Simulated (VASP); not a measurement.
Set up this calculation in VASP 6.6.1, as the native input.

```yaml
Task: single point
Functional: PBE
Potentials_or_basis: VASP PAW PBE potentials, release 64 (Al, N, Lu)
Cutoff: 520 eV
k_mesh: 8 × 8 × 6
Occupations: gaussian, width 0.01 eV
Spin: no spin polarisation
Dipole_correction: no
Further_INCAR_settings: ALGO = Normal; EDIFF = 1e-07; NBANDS = 27
```

The structure of LuAlN2 lies in POSCAR:

```
LuAlN2
1.0
    3.1709141824      0.0000000000      0.0000000000
    0.0000000000      3.1709141824      0.0000000000
    0.0000000000      0.0000000000      4.4782944456
Al N Lu
1 2 1
Direct
    0.0000000000      0.0000000000      0.0000000000
    0.0000000000      0.0000000000      0.5000000000
    0.5000000000      0.5000000000      0.0000000000
    0.5000000000      0.5000000000      0.5000000000
```

One way to write it, as run:

INCAR

```
ALGO = Normal
EDIFF = 1E-7
ENCUT = 520
GGA = PE
ISIF = 2
ISMEAR = 0
LASPH = T
LCHARG = T
LELF = T
LREAL = F
LVHAR = T
LWAVE = F
NBANDS = 27
NELM = 60
PREC = Accurate
SIGMA = 0.01
```

KPOINTS

```
k-points
0
Gamma
  8 8 6
```

Potentials or basis: VASP PAW PBE potentials, release 64 (Al, N, Lu).

Run with:

```bash
$ cat potpaw_PBE.64/Al/POTCAR potpaw_PBE.64/N/POTCAR potpaw_PBE.64/Lu/POTCAR > POTCAR
$ mpirun -np 1 vasp_std > vasp.out
```

It gave:

```json
{"Pressure": "4.9 GPa", "Band gap on the k mesh": "0.55 eV"}
```

Caveat: the cell stands under pressure; spin-orbit coupling is left out, which moves the levels of the heavy elements.

Wall time 2.6 min on 1 thread of Intel Xeon 8259CL, on a shared host, peak memory 0.22 GiB.
